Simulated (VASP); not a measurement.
# BaCuGe: single point with LDA

BaCuGe:

```
Ba Cu Ge
1.0
     4.31737    0.00000    0.00000
    -2.15868    3.73895    0.00000
     0.00000    0.00000    5.14446
Ba Cu Ge
1 1 1
Direct
  0.00000 0.00000 0.00000
  0.33333 0.66667 0.50000
  0.66667 0.33333 0.50000
```

```yaml
Program: VASP 6.6.1
Task: single point
Functional: LDA
Potentials_or_basis: VASP PAW LDA potentials, release 64 (Ba_sv, Cu, Ge_d)
Cutoff: 520 eV
k_mesh: 8 × 8 × 6
Occupations: fermi-dirac, width 0.1 eV
Spin: no spin polarisation
Dipole_correction: no
Further_INCAR_settings: ALGO = Normal; EDIFF = 1e-07; NBANDS = 24
```

- Pressure: -5.6 GPa
- Band gap on the k mesh: zero (an odd number of electrons rules out a gap without spin polarisation)

Levels at points of the mesh, in eV from the Fermi level:
```
           k point  band 15  band 16  band 17  band 18  band 19  band 20  band 21  band 22
(0.00, 0.00, 0.00)    -2.58    -0.26     0.44     0.99     0.99     2.06     4.27     4.27
(0.50, 0.00, 0.00)    -2.63    -2.54    -0.49     0.12     0.80     3.17     3.55     3.84
(0.00, 0.00, 0.50)    -2.60    -2.50     1.78     1.78     2.54     2.72     2.72     2.97
(0.50, 0.00, 0.50)    -2.57    -2.51    -0.59    -0.53     0.77     3.33     4.14     5.16
```

It took 89 s on 1 thread of Intel Xeon 8259CL, with other jobs on the host, peak memory 0.23 GiB.

Caveat: the cell stands under tension; spin-orbit coupling is left out, which moves the levels of the heavy elements.
